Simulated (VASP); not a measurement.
# CuGe (P4/mmm) in VASP: a series of runs

The runs below take CuGe through single point, relaxation of cell and atoms, with PBE.

Everything below comes from runs of VASP 6.6.1. Logs are shortened: lines on timing, memory, paths and dates and some standing lists are left out, and cuts for length are marked.

### Step 1. The cell of the first run

It takes space group P4/mmm (No. 123, tetragonal). The conventional cell has a = 2.893 Å, b = 2.893 Å, c = 3.618 Å, α = 90.00°, β = 90.00°, γ = 90.00°. Within 3.6 Å of Cu (site symmetry 4/mmm) lie 8 Ge at 2.73 Å and 4 Cu at 2.89 Å. Ge (site symmetry 4/mmm) has 8 Cu at 2.73 Å and 4 Ge at 2.89 Å within 3.6 Å.

### Step 2. Single point, PBE

INCAR

```
SYSTEM = CuGe
PREC     = Accurate       ! precision mode
ENCUT    = 520            ! plane-wave cutoff, eV
EDIFF    = 1E-6           ! SCF threshold, eV
ISMEAR   = 0              ! smearing method
SIGMA    = 0.1            ! smearing width, eV
LREAL    = .False.        ! projectors in reciprocal space
LASPH    = .True.         ! aspherical terms in the spheres
NELM     = 80             ! most SCF steps
ALGO     = Normal         ! electronic algorithm
ISIF     = 2              ! what is computed and relaxed
LWAVE    = .False.        ! write WAVECAR
LCHARG   = .False.        ! write CHGCAR
GGA      = PE             ! functional
NBANDS   = 20             ! bands
```

KPOINTS

```
regular mesh
0
Gamma
  6 6 4
  0 0 0
```

POSCAR

```
CuGe
1.0
    2.8928657300      0.0000000000      0.0000000000
    0.0000000000      2.8928657300      0.0000000000
    0.0000000000      0.0000000000      3.6182643053
Cu Ge
1 1
Direct
    0.5000000000      0.5000000000      0.5000000000
    0.0000000000      0.0000000000      0.0000000000
```

Potentials or basis: VASP PAW PBE potentials, release 64 (Cu, Ge_d).

On the command line:

```console
> cat potpaw_PBE.64/Cu/POTCAR potpaw_PBE.64/Ge_d/POTCAR > POTCAR
> mpirun -np 1 vasp_std > vasp.out
```

OUTCAR:

```text
SYSTEM = CuGe
   PREC = Accurate
   ENCUT = 520
   EDIFF = 1E-6
   ISMEAR = 0
   LREAL = .False.
   LASPH = .True.
   NELM = 80
   ISIF = 2
   GGA = PE

 ion  position               nearest neighbor table
   1  0.500  0.500  0.500-   2 2.73   2 2.73   2 2.73   2 2.73   2 2.73   2 2.73   2 2.73   2 2.73

   2  0.000  0.000  0.000-   1 2.73   1 2.73   1 2.73   1 2.73   1 2.73   1 2.73   1 2.73   1 2.73

  LATTYP: Found a simple tetragonal cell.
 ALAT       =     2.8928657300
 C/A-ratio  =     1.2507543187

  Lattice vectors:

 A1 = (   2.8928657300,   0.0000000000,   0.0000000000)
 A2 = (   0.0000000000,   2.8928657300,   0.0000000000)
 A3 = (   0.0000000000,   0.0000000000,   3.6182643053)

Analysis of symmetry for initial positions (statically):
=====================================================================
 Subroutine PRICEL returns:
 Original cell was already a primitive cell.

 Routine SETGRP: Setting up the symmetry group for a
 simple tetragonal supercell.

 Subroutine GETGRP returns: Found 16 space group operations
 (whereof 16 operations were pure point group operations)
 out of a pool of 16 trial point group operations.

The static configuration has the point symmetry D_4h.

Analysis of symmetry for dynamics (positions and initial velocities):
=====================================================================
 Subroutine PRICEL returns:
 Original cell was already a primitive cell.

 Routine SETGRP: Setting up the symmetry group for a
 simple tetragonal supercell.

 Subroutine GETGRP returns: Found 16 space group operations
 (whereof 16 operations were pure point group operations)
 out of a pool of 16 trial point group operations.

The dynamic configuration has the point symmetry D_4h.

 Subroutine INISYM returns: Found 16 space group operations
 (whereof 16 operations are pure point group operations),
 and found     1 'primitive' translations

----------------------------------------------------------------------------------------

                                     Primitive cell

  volume of cell :      30.2801

  direct lattice vectors                    reciprocal lattice vectors
     2.892865730  0.000000000  0.000000000     0.345677986  0.000000000  0.000000000
     0.000000000  2.892865730  0.000000000     0.000000000  0.345677986  0.000000000
     0.000000000  0.000000000  3.618264305     0.000000000  0.000000000  0.276375609

  length of vectors
     2.892865730  2.892865730  3.618264305     0.345677986  0.345677986  0.276375609

  position of ions in fractional coordinates (direct lattice)
     0.500000000  0.500000000  0.500000000
     0.000000000  0.000000000  0.000000000

  ion indices of the primitive-cell ions
   primitive index   ion index
                 1           1
                 2           2

----------------------------------------------------------------------------------------

 KPOINTS: regular mesh

Automatic generation of k-mesh.
 Grid dimensions read from file:
 generate k-points for:    6    6    4

 Generating k-lattice:

  Cartesian coordinates                     Fractional coordinates (reciprocal lattice)
     0.057612998  0.000000000  0.000000000     0.166666667  0.000000000  0.000000000
     0.000000000  0.057612998  0.000000000     0.000000000  0.166666667  0.000000000
     0.000000000  0.000000000  0.069093902     0.000000000  0.000000000  0.250000000

  Length of vectors
     0.057612998  0.057612998  0.069093902

  Shift w.r.t. Gamma in fractional coordinates (k-lattice)
     0.000000000  0.000000000  0.000000000

 Subroutine IBZKPT returns following result:
 ===========================================

 Found     30 irreducible k-points:

 Following reciprocal coordinates:
            Coordinates               Weight
  0.000000  0.000000  0.000000      1.000000
  0.166667  0.000000  0.000000      4.000000
  0.333333  0.000000  0.000000      4.000000
  0.500000  0.000000  0.000000      2.000000
  0.166667  0.166667  0.000000      4.000000
  0.333333  0.166667  0.000000      8.000000
[... 16 lines left out ...]
  0.333333  0.000000  0.500000      4.000000
  0.500000  0.000000  0.500000      2.000000
 [... further k-points ...]
   k-points           NKPTS =     30   k-points in BZ     NKDIM =     30   number of bands    NBANDS=     20
   number of dos      NEDOS =    301   number of ions     NIONS =      2
   total plane-waves  NPLWV =  16128
   dimension x,y,z NGX =    24 NGY =   24 NGZ =   28
   dimension x,y,z NGXF=    48 NGYF=   48 NGZF=   56
   ions per type =               1   1
   NGX,Y,Z   is equivalent  to a cutoff of  13.79, 13.79, 12.86 a.u.
   NGXF,Y,Z  is equivalent  to a cutoff of  27.58, 27.58, 25.73 a.u.
 SYSTEM =  CuGe
   PREC   = accura    normal or accurate (medium, high low for compatibility)
   ISTART =      0    job   : 0-new  1-cont  2-samecut
   ICHARG =      2    charge: 1-file 2-atom 10-const
   ISPIN  =      1    spin polarized calculation?
   LNONCOLLINEAR =      F non collinear calculations
   LSORBIT =      F    spin-orbit coupling
   LASPH  =      T    aspherical Exc in radial PAW
   ENCUT  =  520.0 eV  38.22 Ry    6.18 a.u.   5.38  5.38  6.73*2*pi/ulx,y,z
   NELM   =     80;   NELMIN=  2; NELMDL= -5     # of ELM steps
   EDIFF  = 0.1E-05   stopping-criterion for ELM
   LREAL  =      F    real-space projection
   EDIFFG = 0.1E-04   stopping-criterion for IOM
   NSW    =      0    number of steps for IOM
   IBRION =     -1    ionic relax: 0-MD 1-quasi-New 2-CG
   NFREE  =      0    steps in history (QN), initial steepest desc. (CG)
   ISIF   =      2    stress and relaxation
   ISYM   =      2    0-nonsym 1-usesym 2-fastsym
   POTIM  = 0.5000    time-step for ionic-motion
   TEBEG  =    0.0;   TEEND  =   0.0 temperature during run
   PSTRESS=    0.0 pullay stress
   NELECT =      25.0000    total number of electrons
   NUPDOWN=      -1.0000    fix difference up-down
   EMIN   =  10.00;   EMAX   =-10.00  energy-range for DOS
   EFERMI =   0.00;   METHOD = LEGACY
   ISMEAR =     0;   SIGMA  =   0.10  broadening in eV -4-tet -1-fermi 0-gaus
   EFERMI_NEDOS =   21; number of points for ismear=-14 and -15
   IALGO  =     38    algorithm
   IMIX   =      4    mixing-type and parameters
     AMIX     =   0.40;   BMIX     =  1.00
     AMIX_MAG =   1.60;   BMIX_MAG =  1.00
  volume/ion in A,a.u.               =      15.14       102.17
  Fermi-wavevector in a.u.,A,eV,Ry     =   1.535804  2.902249 32.091993  2.358695
  Thomas-Fermi vector in A             =   2.642542
   LORBIT       =      0    0 simple, 1 ext, 2 COOP (PROOUT), +10 PAW based schemes
   GGA     = PE    functional components
   LHFCALC =     F    Hartree Fock is set to
   AEXX    =    0.0000 exact exchange contribution
   IVDW    =     0    specifies the selected vdW correction
   LEPSILON=     F    determine dielectric tensor
   LRPA    =     F    only Hartree local field effects (RPA)
 non-spin polarized calculation
 Gauss-broadening in eV      SIGMA  =   0.10
  energy-cutoff  :      520.00
  volume of cell :       30.28
 maximum number of plane-waves:       831
 NGX is ok and might be reduce to    24
   NGX = 11   NGY = 11   NGZ = 13

 number of electron      25.0000001 magnetization

 Free energy of the ion-electron system (eV)
  ---------------------------------------------------
  ext. energy  EPLUGINS =         0.00000000
  ---------------------------------------------------
  free energy    TOTEN  =        -7.89017324 eV

  energy without entropy =       -7.88453092  energy(sigma->0) =       -7.88735208

 E-fermi :   7.3693     XC(G=0): -11.9297

 val. band max:        7.3409050437   @ k =   0.5000   0.3333   0.2500
 cond. band min:       7.3867886711   @ k =   0.5000   0.1667   0.5000
 fundamental gap:      0.0458836274
 Fermi energy:         7.3693178660

 k-point     1 :       0.0000    0.0000    0.0000
  band No.  band energies     occupation
      1     -17.3036      2.00000
      2     -17.2298      2.00000
      3     -17.1741      2.00000
      4     -17.1741      2.00000
      5     -17.1687      2.00000
      6      -5.0627      2.00000
[... 12 lines left out ...]
     19      24.5238      0.00000
     20      24.5238      0.00000

 k-point     2 :       0.1667    0.0000    0.0000
  band No.  band energies     occupation
      1     -17.2840      2.00000
      2     -17.2178      2.00000
      3     -17.1854      2.00000
      4     -17.1781      2.00000
      5     -17.1729      2.00000
      6      -4.5738      2.00000
[... 12 lines left out ...]
     19      21.5928      0.00000
     20      24.3186      0.00000

 k-point     3 :       0.3333    0.0000    0.0000
  band No.  band energies     occupation
      1     -17.2608      2.00000
      2     -17.2078      2.00000
      3     -17.1969      2.00000
      4     -17.1780      2.00000
      5     -17.1705      2.00000
      6      -3.1490      2.00000
[... 12 lines left out ...]
     19      21.3820      0.00000
     20      23.4301      0.00000

 k-point     4 :       0.5000    0.0000    0.0000
  band No.  band energies     occupation
      1     -17.2546      2.00000
      2     -17.2190      2.00000
      3     -17.2062      2.00000
      4     -17.1693      2.00000
      5     -17.1527      2.00000
      6      -1.5552      2.00000
[... 12 lines left out ...]
     19      19.3027      0.00000
     20      21.4388      0.00000

 k-point     5 :       0.1667    0.1667    0.0000
  band No.  band energies     occupation
      1     -17.2589      2.00000
      2     -17.2113      2.00000
      3     -17.1885      2.00000
      4     -17.1843      2.00000
      5     -17.1841      2.00000
      6      -4.0894      2.00000
[... 12 lines left out ...]
     19      21.3639      0.00000
     20      22.0048      0.00000
[... 353 lines left out ...]
      6      -3.4836      2.00000
[... 12 lines left out ...]
     19      18.9581      0.00000
     20      21.2889      0.00000

 k-point    22 :       0.1667    0.0000    0.5000
  band No.  band energies     occupation
      1     -17.2827      2.00000
      2     -17.2021      2.00000
      3     -17.1901      2.00000
      4     -17.1779      2.00000
      5     -17.1762      2.00000
      6      -3.0569      2.00000
[... 12 lines left out ...]
     19      21.8074      0.00000
     20      23.0595      0.00000

 k-point    23 :       0.3333    0.0000    0.5000
  band No.  band energies     occupation
      1     -17.2574      2.00000
      2     -17.2158      2.00000
      3     -17.1970      2.00000
      4     -17.1744      2.00000
      5     -17.1645      2.00000
      6      -1.8631      2.00000
[... 12 lines left out ...]
     19      23.4560      0.00000
     20      24.2823      0.00000

 k-point    24 :       0.5000    0.0000    0.5000
  band No.  band energies     occupation
      1     -17.2502      2.00000
      2     -17.2285      2.00000
      3     -17.2065      2.00000
      4     -17.1735      2.00000
      5     -17.1403      2.00000
      6      -0.7918      2.00000
[... 12 lines left out ...]
     19      22.6458      0.00000
     20      22.7783      0.00000

 [... further k-points ...]

------------------------ aborting loop because EDIFF is reached ----------------------------------------

  FORCE on cell =-STRESS in cart. coord.  units (eV):
  Direction    XX          YY          ZZ          XY          YZ          ZX
  --------------------------------------------------------------------------------------
  -------------------------------------------------------------------------------------
  Total       -0.0357195     -0.0357195      0.0182851      0.0000000      0.0000000     -0.0000000
  in kB       -1.8899905     -1.8899905      0.9674978      0.0000000      0.0000000     -0.0000000
  external PRESSURE =      -0.9374944 kB  Pullay stress =       0.0000000 kB

 VOLUME and BASIS-vectors are now :
 -----------------------------------------------------------------------------
  energy-cutoff  :      520.00
  volume of cell :       30.28
      direct lattice vectors                 reciprocal lattice vectors
     2.892865730  0.000000000  0.000000000     0.345677986  0.000000000  0.000000000
     0.000000000  2.892865730  0.000000000     0.000000000  0.345677986  0.000000000
     0.000000000  0.000000000  3.618264305     0.000000000  0.000000000  0.276375609

 POSITION                                       TOTAL-FORCE (eV/Angst)
 -----------------------------------------------------------------------------------
      1.44643      1.44643      1.80913         0.000000      0.000000      0.000000
      0.00000      0.00000      0.00000         0.000000      0.000000      0.000000
 -----------------------------------------------------------------------------------
    total drift:                                0.000000      0.000000     -0.000000

  FREE ENERGIE OF THE ION-ELECTRON SYSTEM (eV)
  ---------------------------------------------------
  free  energy   TOTEN  =        -7.8901732355 eV

  energy  without entropy=       -7.8845309245  energy(sigma->0) =       -7.88735208
```

It took 12 s on 1 thread of AMD EPYC 9R45 (Zen 5), shared host; peak memory 0.12 GiB.

Results:

```
Free energy : -7.8902 eV
Pressure    : -0.1 GPa
```

Stress tensor (GPa, compression positive):
```
-0.19  0.00  0.00
 0.00 -0.19  0.00
 0.00  0.00  0.10
```

Levels at points of the mesh, in eV from the Fermi level:
```tsv
k point	band 9	band 10	band 11	band 12	band 13	band 14	band 15	band 16
(0.00, 0.00, 0.00)	-2.79	-2.79	-2.57	-1.19	2.48	4.43	4.43	9.09
(0.50, 0.00, 0.00)	-3.45	-3.01	-2.74	-1.98	3.59	5.18	5.65	7.14
(0.50, 0.50, 0.00)	-3.32	-3.27	-3.27	-2.27	-1.74	1.37	4.57	8.76
(0.00, 0.00, 0.50)	-3.01	-3.01	-2.89	-2.57	6.43	6.43	9.57	10.15
(0.50, 0.00, 0.50)	-3.67	-2.92	-2.82	-2.69	-1.94	-0.19	8.08	13.38
(0.50, 0.50, 0.50)	-4.14	-2.65	-2.27	0.40	0.40	2.18	2.18	2.28
```

Caveat: the k points lie up to 0.43 Å⁻¹ apart.

### Step 3. Single point, PBE

This run uses another cell than the first one, of 15.08 Å³/atom, 0.996 times its volume.

INCAR

```
SYSTEM = CuGe
ALGO = Normal
EDIFF = 1E-6
ENCUT = 520
GGA = PE
ISIF = 2
ISMEAR = 0
LASPH = .TRUE.
LCHARG = .FALSE.
LREAL = .FALSE.
LWAVE = .FALSE.
NBANDS = 20
NELM = 100
PREC = Accurate
SIGMA = 0.1
```

KPOINTS

```
k-points
0
G
  6 6 6
  0 0 0
```

POSCAR

```
CuGe
1.0
    2.8152492938      0.0000000000      0.0000000000
    0.0000000000      2.8152492938      0.0000000000
    0.0000000000      0.0000000000      3.8050299627
Cu Ge
1 1
Direct
    0.5000000000      0.5000000000      0.5000000000
    0.0000000000      0.0000000000      0.0000000000
```

Potentials or basis: VASP PAW PBE potentials, release 64 (Cu, Ge_d).

On the command line:

```console
> cat potpaw_PBE.64/Cu/POTCAR potpaw_PBE.64/Ge_d/POTCAR > POTCAR
> mpirun -np 1 vasp_std > vasp.out
```

It took 15 s on 1 thread of AMD EPYC 9R45 (Zen 5), shared host; peak memory 0.12 GiB.

Results (log left out):

```yaml
Free_energy: -7.8911 eV
Pressure: 0.0 GPa
```

Levels at points of the mesh, in eV from the Fermi level:
```tsv
k point	band 10	band 11	band 12	band 13	band 14	band 15
(0.00, 0.00, 0.00)	-2.73	-2.47	-2.14	1.40	5.23	5.23
(0.50, 0.00, 0.00)	-2.91	-2.66	-1.85	3.15	4.25	4.81
(0.50, 0.50, 0.00)	-3.13	-3.13	-2.15	-1.75	1.83	4.27
(0.00, 0.00, 0.50)	-2.88	-2.88	-2.46	6.84	6.84	9.89
(0.50, 0.00, 0.50)	-2.86	-2.76	-2.71	-2.03	-0.09	8.87
(0.50, 0.50, 0.50)	-2.67	-2.15	0.13	0.13	2.34	2.34
```

Caveat: the k points lie up to 0.37 Å⁻¹ apart.

(Part 1 of 2 ends here.)
